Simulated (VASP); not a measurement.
Runs of VASP 6.6.1 on TiSi2. The structure is that of space group Fddd (No. 70), or close to it. The cells are those of the table. 

```tsv
task	cell	gap on the mesh (eV)	pressure (GPa)	largest force (eV/Å)
electric field gradients	a = 5.965, b = 4.917, c = 4.791 Å, angles 75.8, 53.0, 51.1°, 6 atoms	none	-0.6	0.20
electric field gradients	a = 6.042, b = 4.980, c = 4.853 Å, angles 75.8, 53.0, 51.1°, 6 atoms	none	(b)	0.18
electric field gradients	a = 5.897, b = 4.864, c = 4.739 Å, angles 76.7, 53.6, 51.7°, 6 atoms	none	2.3	0.24
electric field gradients	a = 5.846, b = 4.818, c = 4.695 Å, angles 75.8, 53.0, 51.1°, 6 atoms	none	9.1	0.21
single point	a = 5.865, b = 4.810, c = 4.760 Å, angles 75.6, 52.6, 51.8°, 6 atoms	none	(a)	0.18
```

Alike in all rows: level PBE; potentials or basis VASP PAW PBE potentials, release 64 (Ti_sv, Si); no spin polarisation; k mesh 8 × 8 × 8; cutoff (eV) 520; smearing fermi-dirac 0.08 eV.

Problem. Estimate the missing entries.

Solution. (a) 6.2; (b) -5.6.

Caveats: the cell stands under pressure (at least some runs); the cell stands under tension (at least some runs).

A gap of «none» marks levels without a gap at the run's occupations.
